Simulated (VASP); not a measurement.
Crystal: WSe2.

```
W Se
1.0
     3.29000    0.00000    0.00000
    -1.64500    2.84922    0.00000
     0.00000    0.00000   12.97000
W Se
2 4
Direct
  0.33333 0.66667 0.25000
  0.66667 0.33333 0.75000
  0.33333 0.66667 0.62100
  0.66667 0.33333 0.12100
  0.33333 0.66667 0.87900
  0.66667 0.33333 0.37900
```

| Quantity | Value |
| --- | --- |
| Program | VASP 6.6.1 |
| Task | relaxation of cell and atoms |
| Functional | LDA |
| Potentials or basis | VASP PAW LDA potentials, release 64 (W_sv, Se) |
| Cutoff | 600 eV |
| k mesh | 12 × 12 × 2 |
| Occupations | fermi-dirac, width 0.02 eV |
| Spin | no spin polarisation |

At the start: pressure -3.3 GPa; volume 20.26 Å³/atom.

Problem. How do energy, volume and symmetry change on relaxing?

Solution. Over 15 steps the energy falls by 5.4 meV/atom and the volume is 19.63 Å³/atom (-3.1 %); space group P6_3/mmc (No. 194, to 0.05 Å).

The path:
| step | energy change (eV) | largest force (eV/Å) | pressure (GPa) | volume (Å³) |
| --- | --- | --- | --- | --- |
| 1 | 0.0000 | 0.2615 | -3.28 | 121.58 |
| 2 | 0.0946 | 1.0273 | 7.47 | 114.42 |
| 3 | -0.0274 | 0.1253 | -0.14 | 119.22 |
| 4 | -0.0274 | 0.1334 | -0.08 | 119.17 |
| 5 | -0.0311 | 0.0315 | -0.02 | 118.66 |
| 6 | -0.0312 | 0.0298 | -0.02 | 118.65 |
| 7 | -0.0314 | 0.0209 | -0.07 | 118.61 |
| 8 | -0.0318 | 0.0046 | -0.22 | 118.47 |
| 9 | -0.0318 | 0.0564 | -0.52 | 118.19 |
| 10 | -0.0319 | 0.0293 | -0.36 | 118.33 |
| 11 | -0.0320 | 0.0270 | -0.34 | 118.30 |
| 12 | -0.0321 | 0.0202 | -0.27 | 118.19 |
| 13 | -0.0323 | 0.0066 | -0.14 | 117.97 |
| 14 | -0.0323 | 0.0208 | 0.13 | 117.54 |
| 15 | -0.0324 | 0.0051 | -0.03 | 117.79 |

Final structure:
```yaml
crystal:
  lattice:
    - [3.25591, 0.00000, 0.00000]
    - [-1.62795, 2.81970, 0.00000]
    - [0.00000, 0.00000, 12.83018]
  atoms:
    - { symbol: W, position: [0.33333, 0.66667, 0.25000] }
    - { symbol: W, position: [0.66667, 0.33333, 0.75000] }
    - { symbol: Se, position: [0.33333, 0.66667, 0.61986] }
    - { symbol: Se, position: [0.66667, 0.33333, 0.11986] }
    - { symbol: Se, position: [0.33333, 0.66667, 0.88014] }
    - { symbol: Se, position: [0.66667, 0.33333, 0.38014] }
```
